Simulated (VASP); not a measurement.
# Ti in VASP: relaxation of the atoms with PBEsol

Aim: the relaxation of the atoms of Ti with PBEsol.

Program: VASP 6.6.1. These are calculated values, not measurements. Logs are shortened: lines on timing, memory, paths and dates and some standing lists are left out, and cuts for length are marked.

## Step 1: The cell of the first run

The cell holds a slab with vacuum, 6 atoms: a = 2.900 Å, b = 2.900 Å, c = 26.477 Å, α = 90.00°, β = 90.00°, γ = 120.00°.

## Step 2: Relaxation of the atoms, PBEsol

INCAR

```
SYSTEM = Ti
ALGO = Normal
DIPOL = 0.5 0.5 0.500
EDIFF = 1E-7
EDIFFG = -0.02
ENCUT = 450
GGA = PS
GGA_COMPAT = .False.
IBRION = 2
IDIPOL = 3
ISIF = 2
ISMEAR = 0
LASPH = .True.
LCHARG = .False.
LDIPOL = .True.
LREAL = .False.
LWAVE = .False.
NELM = 120
NELMDL = -8
NELMIN = 4
NSW = 80
PREC = Accurate
SIGMA = 0.1
```

KPOINTS

```
k-points
0
Gamma
  12 12 1
  0 0 0
```

POSCAR

```
Ti
1.0
    2.9004352004      0.0000000000      0.0000000000
   -1.4502176002      2.5118505656      0.0000000000
    0.0000000000      0.0000000000     26.4774761173
Ti
6
Direct
    0.6666666667      0.3333333333      0.2832596267
    0.3333333333      0.6666666667      0.3699557760
    0.6666666667      0.3333333333      0.4566519253
    0.3333333333      0.6666666667      0.5433480747
    0.6666666667      0.3333333333      0.6300442240
    0.3333333333      0.6666666667      0.7167403733
```

Potentials or basis: VASP PAW PBE potentials, release 64 (Ti_sv).

Launch:

```
$ cat potpaw_PBE.64/Ti_sv/POTCAR > POTCAR
$ mpirun -np 1 vasp_std > vasp.out
```

OUTCAR:

```text
SYSTEM = Ti
   EDIFF = 1E-7
   EDIFFG = -0.02
   ENCUT = 450
   GGA = PS
   IBRION = 2
   ISIF = 2
   ISMEAR = 0
   LASPH = .True.
   LREAL = .False.
   NELM = 120
   NELMDL = -8
   NELMIN = 4
   NSW = 80
   PREC = Accurate

 ion  position               nearest neighbor table
   1  0.667  0.333  0.283-   2 2.84   2 2.84   2 2.84
   2  0.333  0.667  0.370-   1 2.84   3 2.84   1 2.84   3 2.84   1 2.84   3 2.84
   3  0.667  0.333  0.457-   2 2.84   2 2.84   2 2.84   4 2.84   4 2.84   4 2.84
   4  0.333  0.667  0.543-   5 2.84   5 2.84   5 2.84   3 2.84   3 2.84   3 2.84
   5  0.667  0.333  0.630-   6 2.84   4 2.84   6 2.84   4 2.84   6 2.84   4 2.84
   6  0.333  0.667  0.717-   5 2.84   5 2.84   5 2.84

  LATTYP: Found a hexagonal cell.
 ALAT       =     2.9004352004
 C/A-ratio  =     9.1287942284

  Lattice vectors:

 A1 = (   2.9004352004,   0.0000000000,   0.0000000000)
 A2 = (  -1.4502176002,   2.5118505656,   0.0000000000)
 A3 = (   0.0000000000,   0.0000000000,  26.4774761173)

Analysis of symmetry for initial positions (statically):
=====================================================================
 Subroutine PRICEL returns:
 Original cell was already a primitive cell.

 Routine SETGRP: Setting up the symmetry group for a
 hexagonal supercell.

 Subroutine GETGRP returns: Found 12 space group operations
 (whereof 12 operations were pure point group operations)
 out of a pool of 24 trial point group operations.

The static configuration has the point symmetry D_3d.

Analysis of symmetry for dynamics (positions and initial velocities):
=====================================================================
 Subroutine PRICEL returns:
 Original cell was already a primitive cell.

 Routine SETGRP: Setting up the symmetry group for a
 hexagonal supercell.

 Subroutine GETGRP returns: Found 12 space group operations
 (whereof 12 operations were pure point group operations)
 out of a pool of 24 trial point group operations.

The dynamic configuration has the point symmetry D_3d.

 Subroutine INISYM returns: Found 12 space group operations
 (whereof 12 operations are pure point group operations),
 and found     1 'primitive' translations

----------------------------------------------------------------------------------------

                                     Primitive cell

  volume of cell :     192.9006

  direct lattice vectors                    reciprocal lattice vectors
     2.900435200  0.000000000  0.000000000     0.344775846  0.199056427  0.000000000
    -1.450217600  2.511850566  0.000000000     0.000000000  0.398112855  0.000000000
     0.000000000  0.000000000 26.477476117     0.000000000  0.000000000  0.037767950

  length of vectors
     2.900435200  2.900435200 26.477476117     0.398112855  0.398112855  0.037767950

  position of ions in fractional coordinates (direct lattice)
     0.666666667  0.333333333  0.283259627
     0.333333333  0.666666667  0.369955776
     0.666666667  0.333333333  0.456651925
     0.333333333  0.666666667  0.543348075
     0.666666667  0.333333333  0.630044224
     0.333333333  0.666666667  0.716740373

  ion indices of the primitive-cell ions
   primitive index   ion index
                 1           1
                 2           2
                 3           3
                 4           4
                 5           5
                 6           6

----------------------------------------------------------------------------------------

 KPOINTS: k-points

Automatic generation of k-mesh.
[... 45 lines left out ...]
   dimension x,y,z NGX =    20 NGY =   20 NGZ =  192
   dimension x,y,z NGXF=    40 NGYF=   40 NGZF=  384
   ions per type =               6
   NGX,Y,Z   is equivalent  to a cutoff of  11.46, 11.46, 12.06 a.u.
   NGXF,Y,Z  is equivalent  to a cutoff of  22.93, 22.93, 24.11 a.u.
 SYSTEM =  Ti
   PREC   = accura    normal or accurate (medium, high low for compatibility)
   ISTART =      0    job   : 0-new  1-cont  2-samecut
   ICHARG =      2    charge: 1-file 2-atom 10-const
   ISPIN  =      1    spin polarized calculation?
   LNONCOLLINEAR =      F non collinear calculations
   LSORBIT =      F    spin-orbit coupling
   LASPH  =      T    aspherical Exc in radial PAW
   ENCUT  =  450.0 eV  33.07 Ry    5.75 a.u.   5.02  5.02 45.80*2*pi/ulx,y,z
   NELM   =    120;   NELMIN=  4; NELMDL= -8     # of ELM steps
   EDIFF  = 0.1E-06   stopping-criterion for ELM
   LREAL  =      F    real-space projection
   EDIFFG = -.2E-01   stopping-criterion for IOM
   NSW    =     80    number of steps for IOM
   IBRION =      2    ionic relax: 0-MD 1-quasi-New 2-CG
   NFREE  =      1    steps in history (QN), initial steepest desc. (CG)
   ISIF   =      2    stress and relaxation
   ISYM   =      2    0-nonsym 1-usesym 2-fastsym
   POTIM  = 0.5000    time-step for ionic-motion
   TEBEG  =    0.0;   TEEND  =   0.0 temperature during run
   PSTRESS=    0.0 pullay stress
   NELECT =      72.0000    total number of electrons
   NUPDOWN=      -1.0000    fix difference up-down
   EMIN   =  10.00;   EMAX   =-10.00  energy-range for DOS
   EFERMI =   0.00;   METHOD = LEGACY
   ISMEAR =     0;   SIGMA  =   0.10  broadening in eV -4-tet -1-fermi 0-gaus
   EFERMI_NEDOS =   21; number of points for ismear=-14 and -15
   IALGO  =     38    algorithm
   IMIX   =      4    mixing-type and parameters
     AMIX     =   0.40;   BMIX     =  1.00
     AMIX_MAG =   1.60;   BMIX_MAG =  1.00
  volume/ion in A,a.u.               =      32.15       216.96
  Fermi-wavevector in a.u.,A,eV,Ry     =   1.178712  2.227443 18.903427  1.389363
  Thomas-Fermi vector in A             =   2.315036
   LORBIT       =      0    0 simple, 1 ext, 2 COOP (PROOUT), +10 PAW based schemes
   GGA     = PS    functional components
   LHFCALC =     F    Hartree Fock is set to
   AEXX    =    0.0000 exact exchange contribution
   IVDW    =     0    specifies the selected vdW correction
   LEPSILON=     F    determine dielectric tensor
   LRPA    =     F    only Hartree local field effects (RPA)
 conjugate gradient relaxation of ions
 non-spin polarized calculation
 Gauss-broadening in eV      SIGMA  =   0.10
  energy-cutoff  :      450.00
  volume of cell :      192.90
 maximum number of plane-waves:      4227
 NGX is ok and might be reduce to    20
   NGX =  9   NGY =  9   NGZ = 91

--------------------------------------- Ionic step        1  -------------------------------------------

 number of electron      72.0000006 magnetization

 Free energy of the ion-electron system (eV)
  ---------------------------------------------------
  ext. energy  EPLUGINS =         0.00000000
  ---------------------------------------------------
  free energy    TOTEN  =       -47.97851597 eV

  energy without entropy =      -47.92674066  energy(sigma->0) =      -47.95262831

------------------------ aborting loop because EDIFF is reached ----------------------------------------

  FORCE on cell =-STRESS in cart. coord.  units (eV):
  Direction    XX          YY          ZZ          XY          YZ          ZX
  --------------------------------------------------------------------------------------
  -------------------------------------------------------------------------------------
  Total       -2.1610259     -2.1610259     -2.5259678      0.0000000      0.0000000      0.0000000
  in kB      -17.9488658    -17.9488658    -20.9799688      0.0000000      0.0000000      0.0000000
  external PRESSURE =     -18.9592334 kB  Pullay stress =       0.0000000 kB
[... 101 lines left out ...]
  FREE ENERGIE OF THE ION-ELECTRON SYSTEM (eV)
  ---------------------------------------------------
  free  energy   TOTEN  =       -48.0830578172 eV

  energy  without entropy=      -48.0416911129  energy(sigma->0) =      -48.06237447

[... ionic steps 4 to 7 ...]

--------------------------------------- Ionic step        8  -------------------------------------------

 number of electron      72.0000004 magnetization

------------------------ aborting loop because EDIFF is reached ----------------------------------------
[... 35 lines left out ...]
--------------------------------------- Ionic step        9  -------------------------------------------

 number of electron      72.0000002 magnetization

 dipolmoment           0.000000      0.000000     -0.000000 electrons x Angstroem

------------------------ aborting loop because EDIFF is reached ----------------------------------------

  FORCE on cell =-STRESS in cart. coord.  units (eV):
  Direction    XX          YY          ZZ          XY          YZ          ZX
  --------------------------------------------------------------------------------------
  -------------------------------------------------------------------------------------
  Total       -1.1123170     -1.1123170     -0.5549639     -0.0000000      0.0000000      0.0000000
  in kB       -9.2385878     -9.2385878     -4.6093720     -0.0000000      0.0000000      0.0000000
  external PRESSURE =      -7.6955159 kB  Pullay stress =       0.0000000 kB
[... 27 lines left out ...]
--------------------------------------- Ionic step       10  -------------------------------------------

 number of electron      71.9999998 magnetization

 dipolmoment           0.000000      0.000000      0.000000 electrons x Angstroem

 Free energy of the ion-electron system (eV)
  ---------------------------------------------------
  ext. energy  EPLUGINS =         0.00000000
  ---------------------------------------------------
  free energy    TOTEN  =       -48.08712984 eV

  energy without entropy =      -48.04620147  energy(sigma->0) =      -48.06666566

 E-fermi :   2.4408     XC(G=0):  -6.8702

 val. band max:        2.3754201238   @ k =   0.1667   0.0833   0.0000
 cond. band min:       2.4540298179   @ k =   0.3333  -0.0000   0.0000
 fundamental gap:      0.0786096941
 Fermi energy:         2.4407778169

 k-point     1 :       0.0000    0.0000    0.0000
  band No.  band energies     occupation
      1     -54.1812      2.00000
      2     -54.1806      2.00000
      3     -54.1042      2.00000
      4     -54.0223      2.00000
      5     -53.9292      2.00000
      6     -53.9232      2.00000
[... 863 lines left out ...]
     42       2.7455      0.00002
     43       2.7455      0.00002

------------------------ aborting loop because EDIFF is reached ----------------------------------------

 vacuum level on the upper side and lower side of the slab       (xc-potential included)        -0.010        -0.010

  FORCE on cell =-STRESS in cart. coord.  units (eV):
  Direction    XX          YY          ZZ          XY          YZ          ZX
  --------------------------------------------------------------------------------------
  -------------------------------------------------------------------------------------
  Total       -1.0248460     -1.0248460     -0.3480981      0.0000000      0.0000000      0.0000000
  in kB       -8.5120790     -8.5120790     -2.8912035      0.0000000      0.0000000      0.0000000
  external PRESSURE =      -6.6384538 kB  Pullay stress =       0.0000000 kB
[... 21 lines left out ...]
  FREE ENERGIE OF THE ION-ELECTRON SYSTEM (eV)
  ---------------------------------------------------
  free  energy   TOTEN  =       -48.0871298449 eV

  energy  without entropy=      -48.0462014694  energy(sigma->0) =      -48.06666566

 reached required accuracy - stopping structural energy minimisation

 vacuum level on the upper side and lower side of the slab         6.925         6.925
```

It took 15 min on 1 thread of Intel Xeon 6975P-C (Granite Rapids), shared host; peak memory 0.3 GiB.

Results:

| Quantity | Value |
| --- | --- |
| Free energy | -48.0871 eV |
| Energy gained by relaxing | 18.1 meV/atom |
| Ionic steps | 10 |
| Largest force after relaxing | 0.018 eV/Å |
| Band gap on the k mesh | zero (bands 36 and 37 overlap by 0.99 eV) |

Forces in eV/Å, atoms in the order of the input:
```
Ti   0.000  0.000  0.001
Ti   0.000  0.000  0.005
Ti   0.000  0.000  0.018
Ti   0.000  0.000 -0.018
Ti   0.000  0.000 -0.005
Ti   0.000  0.000 -0.001
```

Step by step:
| step | energy change (eV) | largest force (eV/Å) | pressure (GPa) |
| --- | --- | --- | --- |
| 1 | 0.0000 | 0.6337 | -1.90 |
| 2 | -0.0604 | 0.4323 | -1.64 |
| 3 | -0.1045 | 0.0712 | -1.00 |
| 4 | -0.1046 | 0.0563 | -1.04 |
| 5 | -0.1052 | 0.0502 | -1.01 |
| 6 | -0.1065 | 0.0317 | -0.92 |
| 7 | -0.1069 | 0.1002 | -0.74 |
| 8 | -0.1071 | 0.0756 | -0.81 |
| 9 | -0.1077 | 0.0605 | -0.77 |
| 10 | -0.1086 | 0.0179 | -0.66 |

Final structure:
```cif
data_structure
_symmetry_space_group_name_H-M 'P 1'
_symmetry_Int_Tables_number 1
_cell_length_a 2.9004
_cell_length_b 2.9004
_cell_length_c 26.4775
_cell_angle_alpha 90.000
_cell_angle_beta 90.000
_cell_angle_gamma 120.000
_cell_volume 192.90
loop_
_atom_site_label
_atom_site_type_symbol
_atom_site_fract_x
_atom_site_fract_y
_atom_site_fract_z
_atom_site_occupancy
Ti1 Ti 0.66667 0.33333 0.28758 1
Ti2 Ti 0.33333 0.66667 0.36819 1
Ti3 Ti 0.66667 0.33333 0.45711 1
Ti4 Ti 0.33333 0.66667 0.54289 1
Ti5 Ti 0.66667 0.33333 0.63181 1
Ti6 Ti 0.33333 0.66667 0.71242 1
```

Caveat: the PAW data sets were made with another functional, which shifts forces and pressure a little.

The gap in the log of VASP goes by the Fermi energy; the results here count the filled bands.